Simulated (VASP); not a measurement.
Runs of VASP 6.6.1 on Os. The structure is that of space group P6_3/mmc (No. 194), or close to it. The cells are those of the table. 

```csv
cell,k mesh,gap on the mesh (eV),pressure (GPa)
"a = 2.689, b = 2.689, c = 8.630 Å, angles 90.0, 90.0, 120.0°, 4 atoms",15 × 15 × 4,none,(a)
"a = 2.797, b = 2.797, c = 8.975 Å, angles 90.0, 90.0, 120.0°, 4 atoms",15 × 15 × 4,none,(b)
"a = 2.726, b = 2.726, c = 8.748 Å, angles 90.0, 90.0, 120.0°, 4 atoms",13 × 13 × 4,none,1.0
"a = 2.612, b = 2.612, c = 8.383 Å, angles 90.0, 90.0, 120.0°, 4 atoms",15 × 15 × 4,none,76.1
"a = 2.726, b = 2.726, c = 8.748 Å, angles 90.0, 90.0, 120.0°, 4 atoms",15 × 15 × 4,none,0.8
```

Alike in all rows: task single point; level r2SCAN; potentials or basis VASP PAW PBE potentials, release 64 (Os); no spin polarisation; cutoff (eV) 520; smearing fermi-dirac 0.1 eV.

Q: Fill in the values left out.

A: (a) 20.4; (b) -26.8.

Caveats: the PAW data sets were made with another functional, which shifts forces and pressure a little; spin-orbit coupling is left out, which moves the levels of the heavy elements; the cell stands under pressure (at least some runs); the cell stands under tension (at least some runs).

A k mesh can miss the band edges, and the runs leave out spin-orbit coupling on Os.

A gap of «none» marks levels without a gap at the run's occupations.
